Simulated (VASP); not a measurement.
InSb3: vibrations by perturbation theory with PBEsol

Crystal: InSb3.

```xyz
4
Lattice="4.8064 0.0000 0.0000 0.0000 4.8064 0.0000 0.0000 0.0000 4.8064" Properties=species:S:1:pos:R:3 pbc="T T T"
Sb    2.4032    2.4032    0.0000
Sb    0.0000    2.4032    2.4032
Sb    2.4032    0.0000    2.4032
In    0.0000    0.0000    0.0000
```

```yaml
Program: VASP 6.6.1
Task: vibrations by perturbation theory
Functional: PBEsol
Potentials_or_basis: VASP PAW PBE potentials, release 64 (Sb, In_d)
Cutoff: 520 eV
k_mesh: 6 × 6 × 6
Occupations: fermi-dirac, width 0.05 eV
Spin: no spin polarisation
Dipole_correction: no
Further_INCAR_settings: ALGO = Normal; EDIFF = 1e-08; IBRION = 8; NSW = 1
```

```yaml
Highest_phonon_frequency_at_Γ_LO-TO_splitting_left_out: 78 cm⁻¹
Most_unstable_mode: 40i cm⁻¹
```

Phonon frequencies in cm⁻¹ (negative: imaginary):
```
              q point                             frequencies
(0.000, 0.000, 0.000)  -40 -40 -40 -35 -35 -35 0 0 0 78 78 78
```

It took 4.3 min on 1 thread of AMD EPYC 9R45 96-Core Processor (Zen 5), on a shared host, peak memory 0.42 GiB.

Caveat: the cell stands under pressure or tension, which shifts response properties; some modes are imaginary.
